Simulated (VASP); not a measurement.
A run of VASP 6.6.1 is set up as follows.

The input POSCAR:

```
NbCd3
1.0
    4.2721287339      0.0000000000      0.0000000000
    0.0000000000      4.2721287339      0.0000000000
    0.0000000000      0.0000000000      4.2721287339
Nb Cd
1 3
Direct
    0.0000000000      0.0000000000      0.0000000000
    0.0000000000      0.5000000000      0.5000000000
    0.5000000000      0.0000000000      0.5000000000
    0.5000000000      0.5000000000      0.0000000000
```

The input INCAR.step1:

```
PREC     = Accurate       # precision mode
ENCUT    = 520            # plane-wave cutoff, eV
ISMEAR   = 0              # smearing method
SIGMA    = 0.1            # smearing width, eV
LREAL    = False          # projectors in reciprocal space
LASPH    = True           # aspherical terms in the spheres
NELM     = 100            # most SCF steps
NBANDS   = 32             # bands
GGA      = PE             # functional
ALGO     = Normal         # electronic algorithm
EDIFF    = 1E-4           # SCF threshold, eV
LWAVE    = True           # write WAVECAR
LCHARG   = False          # write CHGCAR
```

INCAR.step2

```
PREC     = Accurate       # precision mode
ENCUT    = 520            # plane-wave cutoff, eV
EDIFF    = 1E-6           # SCF threshold, eV
ISMEAR   = 0              # smearing method
SIGMA    = 0.1            # smearing width, eV
LREAL    = False          # projectors in reciprocal space
LASPH    = True           # aspherical terms in the spheres
NELM     = 100            # most SCF steps
ALGO     = Normal         # electronic algorithm
ISIF     = 2              # what is computed and relaxed
LWAVE    = False          # write WAVECAR
LCHARG   = False          # write CHGCAR
METAGGA  = R2SCAN         # meta-GGA
LMIXTAU  = True         
NBANDS   = 32             # bands
ISTART   = 1
```

KPOINTS

```
regular mesh
0
Gamma
  10 10 10
```

Potentials or basis: VASP PAW PBE potentials, release 64 (Nb_sv, Cd).

Launch:

```sh
$ cat potpaw_PBE.64/Nb_sv/POTCAR potpaw_PBE.64/Cd/POTCAR > POTCAR
$ cp INCAR.step1 INCAR
$ mpirun -np 1 vasp_std > vasp.out
$ cp INCAR.step2 INCAR
$ mpirun -np 1 vasp_std > vasp.out
```

**Question.** Estimate the pressure.

**Answer.** 0.5 GPa.

Caveat: the PAW data sets were made with another functional, which shifts forces and pressure a little.
